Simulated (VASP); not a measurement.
Crystal: Zn.

```
Zn
1.0
     0.00000    1.96478    1.96478
     1.96478    0.00000    1.96478
     1.96478    1.96478    0.00000
Zn
1
Direct
  0.00000 0.00000 0.00000
```

```yaml
Program: VASP 6.6.1
Task: relaxation of cell and atoms
Functional: RPBE
Potentials_or_basis: VASP PAW PBE potentials, release 64 (Zn)
Cutoff: 600 eV
k_mesh: 12 × 12 × 12
Occupations: fermi-dirac, width 0.05 eV
Spin: no spin polarisation
```

At the start: pressure 3.1 GPa; volume 15.17 Å³/atom.

Q: Where does the relaxation end?

A: Over 3 steps the energy falls by 7.0 meV/atom and the volume is 15.92 Å³/atom (+5.0 %); space group Fm-3m (No. 225, to 0.05 Å).

Step by step:
```csv
step,energy change (eV),largest force (eV/Å),pressure (GPa),volume (Å³)
1,0.0000,0.0000,3.14,15.17
2,-0.0069,0.0000,0.32,15.83
3,-0.0070,0.0000,0.00,15.92
```

Final structure:
```xyz
1
Lattice="0.0000 1.9969 1.9969 1.9969 0.0000 1.9969 1.9969 1.9969 0.0000" Properties=species:S:1:pos:R:3 pbc="T T T"
Zn    0.0000    0.0000    0.0000
```

Caveat: the PAW data sets were made with another functional, which shifts forces and pressure a little.
